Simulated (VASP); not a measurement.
# PbO2: single point with PBEsol

PbO2:

```
CELL_PARAMETERS angstrom
4.98354 0.00000 0.00000
0.00000 4.98354 0.00000
0.00000 0.00000 6.79588
ATOMIC_POSITIONS crystal
Pb 0.98596 0.98478 0.98261
Pb 0.99288 0.00216 0.49263
Pb 0.48729 0.50143 0.23442
Pb 0.51560 0.49057 0.75132
O 0.30830 0.32351 0.99458
O 0.30890 0.29463 0.48736
O 0.71014 0.67435 0.01137
O 0.70841 0.70907 0.50572
O 0.21382 0.80467 0.25180
O 0.19516 0.82808 0.74904
O 0.81429 0.18137 0.25409
O 0.82114 0.18665 0.75743
```

- Program: VASP 6.6.1
- Task: single point
- Functional: PBEsol
- Potentials or basis: VASP PAW PBE potentials, release 64 (Pb_d, O)
- Cutoff: 520 eV
- k mesh: 2 × 2 × 2, shifted
- Occupations: gaussian, width 0.01 eV
- Spin: no spin polarisation
- Dipole correction: no
- Further INCAR settings: ALGO = Normal; EDIFF = 1e-07; NBANDS = 64

```json
{
  "Pressure": "4.8 GPa",
  "Largest force": "3.893 eV/Å",
  "Band gap on the k mesh": "1.70 eV"
}
```

Forces in eV/Å, atoms in the order of the input:
```
Pb   1.613  0.404  3.520
Pb   1.560  0.055  0.290
Pb   0.926 -1.015  2.830
Pb  -0.754  0.679 -1.382
O   -0.959 -1.122 -0.760
O    0.726  0.708  0.662
O    0.107 -0.022 -1.113
O   -1.501 -1.774  0.005
O   -1.106  1.179 -0.550
O    1.322 -1.211 -0.642
O   -0.742  0.813 -1.510
O   -1.192  1.307 -1.349
```

Stress tensor (GPa, compression positive):
```
 4.08  0.33 -0.05
 0.33  4.44 -1.25
-0.05 -1.25  5.80
```

Levels at points of the mesh, in eV from the valence-band top:
```
           k point  band 49  band 50  band 51  band 52  band 53  band 54  band 55  band 56
(0.25, 0.25, 0.25)    -0.42    -0.28    -0.23     0.00     1.70     3.11     3.74     4.37
```

Run time: 67 s on 1 thread of Intel(R) Xeon(R) Platinum 8488C (Sapphire Rapids) (shared host), peak memory 0.26 GiB.

Caveat: the k points lie up to 0.63 Å⁻¹ apart; the PAW data sets were made with another functional, which shifts forces and pressure a little; spin-orbit coupling is left out, which moves the levels of the heavy elements. A hybrid or GW would open this gap; PBEsol tends to underestimate it.
